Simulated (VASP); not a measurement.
Set up this calculation in VASP 6.6.1, as the native input.

```
Task                               : single point
Functional                         : HSE06
Potentials or basis                : VASP PAW PBE potentials, release 64 (S, Mg)
Cutoff                             : 520 eV
k mesh                             : 6 × 6 × 6
Occupations                        : gaussian, width 0.01 eV
Spin                               : no spin polarisation
Dipole correction                  : no
Grid for exact exchange (PRECFOCK) : Normal
Further INCAR settings             : ALGO = Normal; EDIFF = 1e-06; NBANDS = 11
Screening parameter                : 0.2079 1/Å
```

Crystal: MgS.

```xyz
2
Lattice="0.0000 2.8331 2.8331 2.8331 0.0000 2.8331 2.8331 2.8331 0.0000" Properties=species:S:1:pos:R:3 pbc="T T T"
S     1.4166    1.4166    1.4166
Mg    0.0000    0.0000    0.0000
```

The input as run:

POSCAR

```
MgS
1.0
    0.0000000000      2.8331200468      2.8331200468
    2.8331200468      0.0000000000      2.8331200468
    2.8331200468      2.8331200468      0.0000000000
S Mg
1 1
Direct
    0.2500000000      0.2500000000      0.2500000000
    0.0000000000      0.0000000000      0.0000000000
```

INCAR.step1

```
PREC = Accurate ; ENCUT = 520
EDIFF = 1E-5 ; ISMEAR = 0
SIGMA = 0.01 ; LREAL = False
LASPH = True ; NELM = 80
ALGO = Normal ; ISIF = 2
LWAVE = True ; LCHARG = False
GGA = PE ; NBANDS = 11
```

INCAR.step2

```
PREC = Accurate ; ENCUT = 520
EDIFF = 1E-6 ; ISMEAR = 0
SIGMA = 0.01 ; LREAL = False
LASPH = True ; NELM = 80
ALGO = Normal ; ISIF = 2
LWAVE = False ; LCHARG = False
GGA = PE ; LHFCALC = True
HFSCREEN = 0.2079 ; PRECFOCK = Normal
ISTART = 1 ; NBANDS = 11
```

KPOINTS

```
Automatic mesh
0
Gamma
  6 6 6
```

Potentials or basis: VASP PAW PBE potentials, release 64 (S, Mg).

Command:

```console
$ cat potpaw_PBE.64/S/POTCAR potpaw_PBE.64/Mg/POTCAR > POTCAR
$ cp INCAR.step1 INCAR
$ mpirun -np 1 vasp_std > vasp.out
$ cp INCAR.step2 INCAR
$ mpirun -np 1 vasp_std > vasp.out
```

Results of the run:

```
Pressure               : -0.3 GPa
Band gap on the k mesh : 4.50 eV, direct
```

Caveat: the PAW data sets were made with another functional, which shifts forces and pressure a little.

Run time: 15 min on 1 thread of AMD EPYC 7R43 64-Core Processor (Zen 3), on a shared host, peak memory 0.26 GiB.
